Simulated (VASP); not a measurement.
Set up this calculation in VASP 6.6.1, as the native input.

* Task: single point
* Functional: BLYP
* Potentials or basis: VASP PAW PBE potentials, release 64 (K_sv)
* Cutoff: 520 eV
* k mesh: 6 × 6 × 6
* Occupations: fermi-dirac, width 0.1 eV
* Spin: no spin polarisation
* Dipole correction: no
* Further INCAR settings: ALGO = Normal; EDIFF = 1e-07; NBANDS = 16

The structure of K lies in POSCAR:

```
K
1.0
    0.0000000000      5.1453101126      5.1453101126
    5.1453101126      0.0000000000      5.1453101126
    5.1453101126      5.1453101126      0.0000000000
K
2
Direct
    0.1250000000      0.1250000000      0.1250000000
    0.8750000000      0.8750000000      0.8750000000
```

This isn't the form of K at room conditions, which is bcc.

One way to write it, as run:

INCAR

```
SYSTEM = K
AGGAC = 1.0
AGGAX = 1.0
ALDAC = 0.0
ALDAX = 1.0
ALGO = Normal
EDIFF = 1E-7
ENCUT = 520
GGA = B5
ISIF = 2
ISMEAR = -1
LASPH = .TRUE.
LCHARG = .FALSE.
LREAL = .FALSE.
LWAVE = .FALSE.
NBANDS = 16
NELM = 60
PREC = Accurate
SIGMA = 0.1
```

KPOINTS

```
k-points
0
G
  6 6 6
  0 0 0
```

Potentials or basis: VASP PAW PBE potentials, release 64 (K_sv).

The run is started by

```bash
$ cat potpaw_PBE.64/K_sv/POTCAR > POTCAR
$ mpirun -np 1 vasp_std > vasp.out
```

It gave:

| Item | Value |
| --- | --- |
| Pressure | 0.0 GPa |
| Band gap on the k mesh | zero (bands 9 and 10 overlap by 0.05 eV) |

Caveat: the PAW data sets were made with another functional, which shifts forces and pressure a little.

Run time: 66 s on 1 thread of Intel(R) Xeon(R) 6975P-C (Granite Rapids), with other jobs on the host, peak memory 0.41 GiB.
